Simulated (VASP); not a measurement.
# Al2Cu (I4/mmm) in VASP: further runs, part 2 of 2

VASP 6.6.1. The steps go on from the part before.

## Step 3: Single point, PBE

The input, INCAR:

```
SYSTEM = Al2Cu
PREC     = Accurate       ! precision mode
ENCUT    = 520            ! plane-wave cutoff, eV
EDIFF    = 1E-7           ! SCF threshold, eV
ISMEAR   = 0              ! smearing method
SIGMA    = 0.1            ! smearing width, eV
LREAL    = .FALSE.        ! projectors in reciprocal space
LASPH    = .TRUE.         ! aspherical terms in the spheres
NELM     = 100            ! most SCF steps
ALGO     = Fast           ! electronic algorithm
ISIF     = 2              ! what is computed and relaxed
LWAVE    = .FALSE.        ! write WAVECAR
LCHARG   = .FALSE.        ! write CHGCAR
GGA      = PE             ! functional
NBANDS   = 16             ! bands
```

The input, KPOINTS:

```
Automatic mesh
0
G
  24 24 24
  0 0 0
```

The input, POSCAR:

```
Al2Cu
1.0
   -1.3911270000      1.3911270000      5.6892322000
    1.3911270000     -1.3911270000      5.6892322000
    1.3911270000      1.3911270000     -5.6892322000
Al Cu
2 1
Direct
    0.6545720000      0.6545720000      0.0000000000
    0.3454280000      0.3454280000      0.0000000000
    0.0000000000      0.0000000000      0.0000000000
```

Potentials or basis: VASP PAW PBE potentials, release 64 (Al, Cu).

Run with:

```console
$ cat potpaw_PBE.64/Al/POTCAR potpaw_PBE.64/Cu/POTCAR > POTCAR
$ mpirun -np 1 vasp_std > vasp.out
```

OUTCAR:

```text
SYSTEM = Al2Cu
   PREC = Accurate
   ENCUT = 520
   EDIFF = 1E-7
   ISMEAR = 0
   LREAL = .FALSE.
   LASPH = .TRUE.
   NELM = 100
   ISIF = 2
   GGA = PE

 ion  position               nearest neighbor table
   1  0.655  0.655  0.000-   3 2.64   3 2.64   3 2.64   3 2.64   2 2.93   2 2.93   2 2.93   2 2.93

   2  0.345  0.345  0.000-   3 2.64   3 2.64   3 2.64   3 2.64   1 2.93   1 2.93   1 2.93   1 2.93

   3  0.000  0.000  0.000-   1 2.64   1 2.64   1 2.64   2 2.64   2 2.64   2 2.64   1 2.64   2 2.64

  LATTYP: Found a body centered tetragonal cell.
 ALAT       =     2.7822540000
 C/A-ratio  =     4.0896569472

  Lattice vectors:

 A1 = (  -1.3911270000,   1.3911270000,   5.6892322000)
 A2 = (   1.3911270000,  -1.3911270000,   5.6892322000)
 A3 = (   1.3911270000,   1.3911270000,  -5.6892322000)

Analysis of symmetry for initial positions (statically):
=====================================================================
 Subroutine PRICEL returns:
 Original cell was already a primitive cell.

 Routine SETGRP: Setting up the symmetry group for a
 body centered tetragonal supercell.

 Subroutine GETGRP returns: Found 16 space group operations
 (whereof 16 operations were pure point group operations)
 out of a pool of 16 trial point group operations.

The static configuration has the point symmetry D_4h.

Analysis of symmetry for dynamics (positions and initial velocities):
=====================================================================
 Subroutine PRICEL returns:
 Original cell was already a primitive cell.

 Routine SETGRP: Setting up the symmetry group for a
 body centered tetragonal supercell.

 Subroutine GETGRP returns: Found 16 space group operations
 (whereof 16 operations were pure point group operations)
 out of a pool of 16 trial point group operations.

The dynamic configuration has the point symmetry D_4h.

[... 118 lines left out ...]
   IMIX   =      4    mixing-type and parameters
     AMIX     =   0.40;   BMIX     =  1.00
     AMIX_MAG =   1.60;   BMIX_MAG =  1.00
  volume/ion in A,a.u.               =      14.68        99.07
  Fermi-wavevector in a.u.,A,eV,Ry     =   1.191998  2.252549 19.331952  1.420858
  Thomas-Fermi vector in A             =   2.328046
   LORBIT       =      0    0 simple, 1 ext, 2 COOP (PROOUT), +10 PAW based schemes
   GGA     = PE    functional components
   LHFCALC =     F    Hartree Fock is set to
   AEXX    =    0.0000 exact exchange contribution
   IVDW    =     0    specifies the selected vdW correction
   LEPSILON=     F    determine dielectric tensor
   LRPA    =     F    only Hartree local field effects (RPA)
 non-spin polarized calculation
 RMM-DIIS sequential band-by-band and
 Gauss-broadening in eV      SIGMA  =   0.10
  energy-cutoff  :      520.00
  volume of cell :       44.04
 maximum number of plane-waves:      1209
 NGX is ok and might be reduce to    48
   NGX = 23   NGY = 23   NGZ = 23

 number of electron      16.9999997 magnetization

 Free energy of the ion-electron system (eV)
  ---------------------------------------------------
  ext. energy  EPLUGINS =         0.00000000
  ---------------------------------------------------
  free energy    TOTEN  =       -11.49732179 eV

  energy without entropy =      -11.49216716  energy(sigma->0) =      -11.49474448

 E-fermi :   8.2287     XC(G=0): -10.9382

 val. band max:        8.2277999643   @ k =  -0.2083   0.2083   0.1250
 cond. band min:       8.2312997049   @ k =  -0.4583   0.3750   0.0417
 fundamental gap:      0.0034997406
 Fermi energy:         8.2286632131

 k-point     1 :       0.0000    0.0000    0.0000
  band No.  band energies     occupation
      1      -2.7529      2.00000
      2       1.5518      2.00000
      3       1.8284      2.00000
      4       3.9566      2.00000
      5       4.7538      2.00000
      6       4.8301      2.00000
[... 433 lines left out ...]
      3       2.9507      2.00000
      4       4.1231      2.00000
      5       4.3039      2.00000
      6       4.7964      2.00000
[... 8 lines left out ...]
     15      19.6971      0.00000
     16      20.7080      0.00000

 [... further k-points ...]

------------------------ aborting loop because EDIFF is reached ----------------------------------------

  FORCE on cell =-STRESS in cart. coord.  units (eV):
  Direction    XX          YY          ZZ          XY          YZ          ZX
  --------------------------------------------------------------------------------------
  -------------------------------------------------------------------------------------
  Total        0.0101919      0.0101919      0.0276460      0.0000000     -0.0000000     -0.0000000
  in kB        0.3707816      0.3707816      1.0057624      0.0000000     -0.0000000     -0.0000000
  external PRESSURE =       0.5824419 kB  Pullay stress =       0.0000000 kB

 VOLUME and BASIS-vectors are now :
 -----------------------------------------------------------------------------
  energy-cutoff  :      520.00
  volume of cell :       44.04
      direct lattice vectors                 reciprocal lattice vectors
    -1.391127000  1.391127000  5.689232200     0.000000000  0.359420815  0.087885321
     1.391127000 -1.391127000  5.689232200     0.359420815  0.000000000  0.087885321
     1.391127000  1.391127000 -5.689232200     0.359420815  0.359420815  0.000000000

 POSITION                                       TOTAL-FORCE (eV/Angst)
 -----------------------------------------------------------------------------------
      0.00000      0.00000      7.44802         0.000000      0.000000      0.020506
      0.00000      0.00000      3.93044         0.000000      0.000000     -0.020506
      0.00000      0.00000      0.00000        -0.000000     -0.000000      0.000000
 -----------------------------------------------------------------------------------
    total drift:                                0.000000     -0.000000     -0.000000

  FREE ENERGIE OF THE ION-ELECTRON SYSTEM (eV)
  ---------------------------------------------------
  free  energy   TOTEN  =       -11.4973217870 eV

  energy  without entropy=      -11.4921671647  energy(sigma->0) =      -11.49474448
```

It took 37 min on 1 thread of Intel Xeon Platinum 8559C (Emerald Rapids), shared host; peak memory 0.92 GiB.

What came out:

* Free energy: -11.4973 eV
* Pressure: 0.1 GPa
* Largest force: 0.021 eV/Å
* Band gap on the k mesh: zero (an odd number of electrons rules out a gap without spin polarisation)

Forces in eV/Å, atoms in the order of the input:
```
Al   0.000  0.000  0.021
Al   0.000  0.000 -0.021
Cu   0.000  0.000  0.000
```

Levels at points of the mesh, in eV from the Fermi level:
```csv
k point,band 5,band 6,band 7,band 8,band 9,band 10,band 11,band 12
"(0.00, 0.00, 0.00)",-3.47,-3.40,-3.40,-3.02,6.43,6.87,7.87,7.87
"(0.50, 0.00, 0.00)",-3.91,-3.47,-3.30,-2.89,-1.50,0.57,2.22,7.31
"(0.50, 0.50, 0.00)",-2.66,-2.28,-0.88,-0.69,0.07,0.19,2.48,2.72
"(0.50, 0.50, 0.50)",-3.40,-3.40,-3.02,-1.53,1.16,6.87,6.89,6.89
```
